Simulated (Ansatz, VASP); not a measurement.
SnSe2 in VASP and in Ansatz

```xyz
3
Lattice="3.8425 0.0000 0.0000 -1.9212 3.3277 0.0000 0.0000 0.0000 6.1867" Properties=species:S:1:pos:R:3 pbc="T T T"
Sn    0.0000    0.0000    0.0000
Se    0.0000    2.2185    1.5405
Se    1.9212    1.1092    4.6462
```

Alike in both runs: task single point; functional PBEsol; k mesh 6 × 6 × 4; no spin polarisation.

```csv
,VASP,Ansatz
version,VASP 6.6.1,Ansatz 0.2.0
potentials or method,"VASP PAW PBE potentials, release 64 (Sn_d, Se), cutoff 500 eV","plane waves, PAW"
occupations,"gaussian, width 0.01 eV",fixed
valence electrons in the cell,26,46
```

Ansatz gave:

| Property | Result |
| --- | --- |
| pressure (GPa) | 0.7 |
| traceless stress, the component that is largest in VASP (GPa) | 1.17 |

Q: Estimate VASP's values.

A: Pressure (GPa): 0.9; traceless stress, the component that is largest in VASP (GPa): 1.18.

VASP's potentials were made for PBE, not for PBEsol. VASP's potentials hold 26 valence electrons a cell and Ansatz's 46, so a difference there can come from the potentials and not from the codes.
